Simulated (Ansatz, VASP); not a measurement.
## B in VASP and in Ansatz

```
B
1.0
     3.01127    0.00000    0.00000
    -1.50563    2.60783    0.00000
     0.00000    0.00000    1.93535
B
2
Cartesian
  0.0000 1.7386 0.0000
  1.5056 0.8693 0.0000
```

Alike in both runs: functional PBE; k mesh 24 × 24 × 28; occupations gaussian, width 0.1 eV; no spin polarisation.

Ansatz relaxed the structure, and its values are those at the end. VASP's run is a single point on that final structure, the one shown.

```csv
,VASP,Ansatz
version,VASP 6.6.1,Ansatz 0.2.0
potentials or method,"VASP PAW PBE potentials, release 64 (B), cutoff 520 eV","scalar-relativistic, plane waves, PAW"
valence electrons in the cell,6,6
```

```csv
,VASP,Ansatz,Ansatz less VASP
gap on the k mesh at the Fermi level (eV),none,none,-
pressure (GPa),0.0,0.0,-0.05
```

A gap of «none» marks a metal or a gap that the smearing closes. The functional is the same, so the differences come from potentials, cutoffs and numerics.
